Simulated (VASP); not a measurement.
# LiZn (Fd-3m) in VASP: further runs, part 2 of 2

VASP 6.6.1. The steps go on from the part before.

### 4 Single point, LDA (15.21 Å³/atom)

This run uses another cell than the first one, of 15.21 Å³/atom.

The input, INCAR:

```
SYSTEM = LiZn
  ALGO = Normal
  EDIFF = 1E-6
  ENCUT = 520
  ISIF = 2
  ISMEAR = -1
  LASPH = .True.
  LCHARG = .True.
  LELF = .True.
  LREAL = .False.
  LVHAR = .True.
  LWAVE = .False.
  NBANDS = 23
  NELM = 100
  PREC = Accurate
  SIGMA = 0.08
```

The input, KPOINTS:

```
k-points
0
Gamma
  9 9 9
  0 0 0
```

The input, POSCAR:

```
LiZn
1.0
    0.0000000000      3.1213356241      3.1213356241
    3.1213356241      0.0000000000      3.1213356241
    3.1213356241      3.1213356241      0.0000000000
Li Zn
2 2
Direct
    0.5000000000      0.5000000000      0.5000000000
    0.7500000000      0.7500000000      0.7500000000
    0.0000000000      0.0000000000      0.0000000000
    0.2500000000      0.2500000000      0.2500000000
```

Potentials or basis: VASP PAW LDA potentials, release 64 (Li_sv, Zn).

Started as:

```sh
$ cat potpaw_LDA.64/Li_sv/POTCAR potpaw_LDA.64/Zn/POTCAR > POTCAR
$ mpirun -np 1 vasp_std > vasp.out
```

OUTCAR:

```text
SYSTEM = LiZn
   EDIFF = 1E-6
   ENCUT = 520
   ISIF = 2
   ISMEAR = -1
   LASPH = .True.
   LREAL = .False.
   NELM = 100
   PREC = Accurate

 ion  position               nearest neighbor table
   1  0.500  0.500  0.500-   4 2.70   4 2.70   4 2.70   4 2.70
   2  0.750  0.750  0.750-   3 2.70   3 2.70   3 2.70   3 2.70
   3  0.000  0.000  0.000-   2 2.70   2 2.70   2 2.70   4 2.70   4 2.70   4 2.70   4 2.70   2 2.70

   4  0.250  0.250  0.250-   3 2.70   3 2.70   3 2.70   1 2.70   1 2.70   1 2.70   3 2.70   1 2.70

  LATTYP: Found a face centered cubic cell.
 ALAT       =     6.2426712482

  Lattice vectors:

 A1 = (   0.0000000000,   3.1213356241,   3.1213356241)
 A2 = (   3.1213356241,   0.0000000000,   3.1213356241)
 A3 = (   3.1213356241,   3.1213356241,   0.0000000000)

Analysis of symmetry for initial positions (statically):
=====================================================================
 Subroutine PRICEL returns:
 Original cell was already a primitive cell.

 Routine SETGRP: Setting up the symmetry group for a
 face centered cubic supercell.

 Subroutine GETGRP returns: Found 48 space group operations
 (whereof 24 operations were pure point group operations)
 out of a pool of 48 trial point group operations.

The static configuration has the point symmetry T_d .
 The point group associated with its full space group is O_h .

Analysis of symmetry for dynamics (positions and initial velocities):
=====================================================================
 Subroutine PRICEL returns:
 Original cell was already a primitive cell.

 Routine SETGRP: Setting up the symmetry group for a
 face centered cubic supercell.

 Subroutine GETGRP returns: Found 48 space group operations
 (whereof 24 operations were pure point group operations)
 out of a pool of 48 trial point group operations.

The dynamic configuration has the point symmetry T_d .
 The point group associated with its full space group is O_h .

 Subroutine INISYM returns: Found 48 space group operations
 (whereof 24 operations are pure point group operations),
 and found     1 'primitive' translations

----------------------------------------------------------------------------------------

                                     Primitive cell

  volume of cell :      60.8207

  direct lattice vectors                    reciprocal lattice vectors
     0.000000000  3.121335624  3.121335624    -0.160187836  0.160187836  0.160187836
     3.121335624  0.000000000  3.121335624     0.160187836 -0.160187836  0.160187836
     3.121335624  3.121335624  0.000000000     0.160187836  0.160187836 -0.160187836

  length of vectors
     4.414235172  4.414235172  4.414235172     0.277453471  0.277453471  0.277453471

  position of ions in fractional coordinates (direct lattice)
     0.500000000  0.500000000  0.500000000
     0.750000000  0.750000000  0.750000000
     0.000000000  0.000000000  0.000000000
     0.250000000  0.250000000  0.250000000

  ion indices of the primitive-cell ions
   primitive index   ion index
                 1           1
                 2           2
                 3           3
                 4           4

----------------------------------------------------------------------------------------

 KPOINTS: k-points

Automatic generation of k-mesh.
 Grid dimensions read from file:
 generate k-points for:    9    9    9

 Generating k-lattice:

  Cartesian coordinates                     Fractional coordinates (reciprocal lattice)
    -0.017798648  0.017798648  0.017798648     0.111111111  0.000000000  0.000000000
     0.017798648 -0.017798648  0.017798648     0.000000000  0.111111111  0.000000000
     0.017798648  0.017798648 -0.017798648     0.000000000  0.000000000  0.111111111

  Length of vectors
     0.030828163  0.030828163  0.030828163

  Shift w.r.t. Gamma in fractional coordinates (k-lattice)
     0.000000000  0.000000000  0.000000000

 Subroutine IBZKPT returns following result:
 ===========================================

 Found     35 irreducible k-points:

 Following reciprocal coordinates:
            Coordinates               Weight
  0.000000  0.000000  0.000000      1.000000
  0.111111  0.000000  0.000000      8.000000
  0.222222  0.000000  0.000000      8.000000
  0.333333  0.000000  0.000000      8.000000
  0.444444  0.000000  0.000000      8.000000
  0.111111  0.111111  0.000000      6.000000
[... 16 lines left out ...]
 -0.333333  0.333333  0.000000     12.000000
  0.444444  0.444444  0.000000      6.000000
 [... further k-points ...]
   k-points           NKPTS =     35   k-points in BZ     NKDIM =     35   number of bands    NBANDS=     23
   number of dos      NEDOS =    301   number of ions     NIONS =      4
   total plane-waves  NPLWV =  46656
   dimension x,y,z NGX =    36 NGY =   36 NGZ =   36
   dimension x,y,z NGXF=    72 NGYF=   72 NGZF=   72
   ions per type =               2   2
   NGX,Y,Z   is equivalent  to a cutoff of  13.56, 13.56, 13.56 a.u.
   NGXF,Y,Z  is equivalent  to a cutoff of  27.12, 27.12, 27.12 a.u.
 SYSTEM =  LiZn
   PREC   = accura    normal or accurate (medium, high low for compatibility)
   ISTART =      0    job   : 0-new  1-cont  2-samecut
   ICHARG =      2    charge: 1-file 2-atom 10-const
   ISPIN  =      1    spin polarized calculation?
   LNONCOLLINEAR =      F non collinear calculations
   LSORBIT =      F    spin-orbit coupling
   LASPH  =      T    aspherical Exc in radial PAW
   ENCUT  =  520.0 eV  38.22 Ry    6.18 a.u.   8.21  8.21  8.21*2*pi/ulx,y,z
   NELM   =    100;   NELMIN=  2; NELMDL= -5     # of ELM steps
   EDIFF  = 0.1E-05   stopping-criterion for ELM
   LREAL  =      F    real-space projection
[... 7 lines left out ...]
   TEBEG  =    0.0;   TEEND  =   0.0 temperature during run
   PSTRESS=    0.0 pullay stress
   NELECT =      30.0000    total number of electrons
   NUPDOWN=      -1.0000    fix difference up-down
   EMIN   =  10.00;   EMAX   =-10.00  energy-range for DOS
   EFERMI =   0.00;   METHOD = LEGACY
   ISMEAR =    -1;   SIGMA  =   0.08  broadening in eV -4-tet -1-fermi 0-gaus
   EFERMI_NEDOS =   21; number of points for ismear=-14 and -15
   IALGO  =     38    algorithm
   IMIX   =      4    mixing-type and parameters
     AMIX     =   0.40;   BMIX     =  1.00
     AMIX_MAG =   1.60;   BMIX_MAG =  1.00
  volume/ion in A,a.u.               =      15.21       102.61
  Fermi-wavevector in a.u.,A,eV,Ry     =   1.293495  2.444351 22.764309  1.673130
  Thomas-Fermi vector in A             =   2.425137
   LORBIT       =      0    0 simple, 1 ext, 2 COOP (PROOUT), +10 PAW based schemes
   GGA     = CA    functional components
   LHFCALC =     F    Hartree Fock is set to
   AEXX    =    0.0000 exact exchange contribution
   IVDW    =     0    specifies the selected vdW correction
   LEPSILON=     F    determine dielectric tensor
   LRPA    =     F    only Hartree local field effects (RPA)
 non-spin polarized calculation
  energy-cutoff  :      520.00
  volume of cell :       60.82
 maximum number of plane-waves:      1652
 NGX is ok and might be reduce to    36
   NGX = 17   NGY = 17   NGZ = 17

 number of electron      30.0000016 magnetization

 Free energy of the ion-electron system (eV)
  ---------------------------------------------------
  ext. energy  EPLUGINS =         0.00000000
  ---------------------------------------------------
  free energy    TOTEN  =        -8.64744536 eV

  energy without entropy =       -8.62379260  energy(sigma->0) =       -8.63561898

 E-fermi :   1.8003     XC(G=0):  -9.9458

 val. band max:        1.7672385839   @ k =   0.3333   0.2222   0.1111
 cond. band min:       1.8365984390   @ k =   0.4444   0.2222   0.0000
 fundamental gap:      0.0693598551
 Fermi energy:         1.8002779506

 k-point     1 :       0.0000    0.0000    0.0000
  band No.  band energies     occupation
      1     -43.3011      2.00000
      2     -43.2494      2.00000
      3      -5.6995      2.00000
      4      -5.5290      2.00000
      5      -5.5290      2.00000
      6      -5.5290      2.00000
[... 15 lines left out ...]
     22       7.7440      0.00000
     23       7.7440      0.00000
[... 575 lines left out ...]
      1     -43.2795      2.00000
      2     -43.2705      2.00000
      3      -5.5813      2.00000
      4      -5.5411      2.00000
      5      -5.5411      2.00000
      6      -5.5106      2.00000
[... 15 lines left out ...]
     22      12.7230      0.00000
     23      13.5882      0.00000

 [... further k-points ...]

------------------------ aborting loop because EDIFF is reached ----------------------------------------

  FORCE on cell =-STRESS in cart. coord.  units (eV):
  Direction    XX          YY          ZZ          XY          YZ          ZX
  --------------------------------------------------------------------------------------
  -------------------------------------------------------------------------------------
  Total       -2.2126948     -2.2126948     -2.2126948      0.0000000      0.0000000     -0.0000000
  in kB      -58.2882069    -58.2882069    -58.2882069      0.0000000      0.0000000     -0.0000000
  external PRESSURE =     -58.2882069 kB  Pullay stress =       0.0000000 kB

 VOLUME and BASIS-vectors are now :
 -----------------------------------------------------------------------------
  energy-cutoff  :      520.00
  volume of cell :       60.82
      direct lattice vectors                 reciprocal lattice vectors
     0.000000000  3.121335624  3.121335624    -0.160187836  0.160187836  0.160187836
     3.121335624  0.000000000  3.121335624     0.160187836 -0.160187836  0.160187836
     3.121335624  3.121335624  0.000000000     0.160187836  0.160187836 -0.160187836

 POSITION                                       TOTAL-FORCE (eV/Angst)
 -----------------------------------------------------------------------------------
      3.12134      3.12134      3.12134        -0.000000     -0.000000     -0.000000
      4.68200      4.68200      4.68200         0.000000      0.000000      0.000000
      0.00000      0.00000      0.00000         0.000000      0.000000      0.000000
      1.56067      1.56067      1.56067         0.000000     -0.000000     -0.000000
 -----------------------------------------------------------------------------------
    total drift:                                0.000000      0.000000      0.000000

  FREE ENERGIE OF THE ION-ELECTRON SYSTEM (eV)
  ---------------------------------------------------
  free  energy   TOTEN  =        -8.6474453635 eV

  energy  without entropy=       -8.6237926042  energy(sigma->0) =       -8.63561898
```

stdout:

```text
POSCAR found type information on POSCAR LiZn
 POSCAR found :  2 types and       4 ions
 scaLAPACK will be used
 LDA part: xc-table for (Slater(with rela. corr.)+CA(PZ))
 , standard interpolation
 POSCAR, INCAR and KPOINTS ok, starting setup
 FFT: planning ... GRIDC
 FFT: planning ... GRID_SOFT
 FFT: planning ... GRID
 WAVECAR not read
 entering main loop
```

Run time: 68 s. Hardware: 1 thread of Intel Xeon 8259CL, shared host; peak memory 0.19 GiB.

What came out:

| Item | Value |
| --- | --- |
| Free energy | -8.6474 eV |
| Band gap on the k mesh | zero (bands 15 and 16 overlap by 4.44 eV) |

Caveat: the cutoff is under 1.25 times the usual one of these potentials, so pressure, stress and relaxed cells hold a basis-set (Pulay) error.

### 5 Summary

```csv
cell,gap on the mesh (eV)
"a = 4.310 Å, angles 60.0°, 4 atoms",none
"a = 4.370 Å, angles 60.0°, 4 atoms",none
"a = 4.414 Å, angles 60.0°, 4 atoms",none
```

Alike in all rows: task single point; level LDA; potentials or basis VASP PAW LDA potentials, release 64 (Li_sv, Zn); no spin polarisation; k mesh 9 × 9 × 9; cutoff (eV) 520; smearing fermi-dirac 0.08 eV.

Caveats: the cutoff is under 1.25 times the usual one of these potentials, so pressure, stress and relaxed cells hold a basis-set (Pulay) error.

Total energies depend on the potentials used, so only differences within one code and one set of settings carry meaning.
